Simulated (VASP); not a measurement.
Crystal: Te2P.

```
Te P
1.0
     4.36647    0.00000    0.00000
    -2.18323    3.78147    0.00000
     0.00000    0.00000    4.71463
Te P
2 1
Direct
  0.33333 0.66667 0.50000
  0.66667 0.33333 0.50000
  0.00000 0.00000 0.00000
```

* Program: VASP 6.6.1
* Task: relaxation of cell and atoms
* Functional: PBE
* Potentials or basis: VASP PAW PBE potentials, release 64 (Te, P)
* Cutoff: 600 eV
* k mesh: 6 × 6 × 4
* Occupations: gaussian, width 0.1 eV
* Spin: no spin polarisation

At the start: pressure 21.2 GPa; volume 25.95 Å³/atom.

Q: How do energy, volume and symmetry change on relaxing?

A: Over 11 steps the energy falls by 1175.9 meV/atom and the volume is 25.03 Å³/atom (-3.5 %); space group P6/mmm (No. 191, to 0.05 Å).

Step by step:
| step | energy change (eV) | largest force (eV/Å) | pressure (GPa) | volume (Å³) |
| --- | --- | --- | --- | --- |
| 1 | 0.0000 | 0.0000 | 21.20 | 77.85 |
| 2 | -1.6549 | 0.0000 | -7.89 | 119.25 |
| 3 | -2.3190 | 0.0000 | -3.42 | 100.30 |
| 4 | -2.6834 | 0.0000 | -3.36 | 92.99 |
| 5 | -3.4404 | 0.0000 | 4.35 | 70.84 |
| 6 | -3.2050 | 0.0000 | 3.58 | 72.61 |
| 7 | -3.4873 | 0.0000 | 3.61 | 71.38 |
| 8 | -3.5187 | 0.0000 | -1.28 | 76.69 |
| 9 | -3.5267 | 0.0000 | 0.11 | 74.96 |
| 10 | -3.5274 | 0.0000 | -0.03 | 75.15 |
| 11 | -3.5276 | 0.0000 | 0.01 | 75.10 |

Final structure:
```
Te P
1.0
     5.23647    0.00000    0.00000
    -2.61823    4.53491    0.00000
     0.00000    0.00000    3.16240
Te P
2 1
Direct
  0.33333 0.66667 0.50000
  0.66667 0.33333 0.50000
  0.00000 0.00000 0.00000
```
